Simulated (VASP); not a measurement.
Crystal: Ti.

```xyz
1
Lattice="-1.6410 1.6410 1.6410 1.6410 -1.6410 1.6410 1.6410 1.6410 -1.6410" Properties=species:S:1:pos:R:3 pbc="T T T"
Ti    0.0000    0.0000    0.0000
```

* Program: VASP 6.6.1
* Task: relaxation of cell and atoms
* Functional: r2SCAN
* Potentials or basis: VASP PAW PBE potentials, release 64 (Ti_sv)
* Cutoff: 600 eV
* k mesh: 9 × 9 × 9
* Occupations: fermi-dirac, width 0.1 eV
* Spin: no spin polarisation

At the start: pressure -2.0 GPa; volume 17.68 Å³/atom.

Q: Where does the relaxation end?

A: Over 3 steps the energy falls by 2.0 meV/atom and the volume is 17.35 Å³/atom (-1.9 %); space group Im-3m (No. 229, to 0.05 Å).

The path:
```
step  energy change (eV)  largest force (eV/Å)  pressure (GPa)  volume (Å³)
   1              0.0000                0.0000           -1.99        17.68
   2             -0.0010                0.0000            1.47        17.12
   3             -0.0020                0.0000           -0.03        17.35
```

Final structure:
```
CELL_PARAMETERS angstrom
-1.63080 1.63080 1.63080
1.63080 -1.63080 1.63080
1.63080 1.63080 -1.63080
ATOMIC_POSITIONS crystal
Ti 0.00000 0.00000 0.00000
```

Caveat: the PAW data sets were made with another functional, which shifts forces and pressure a little.
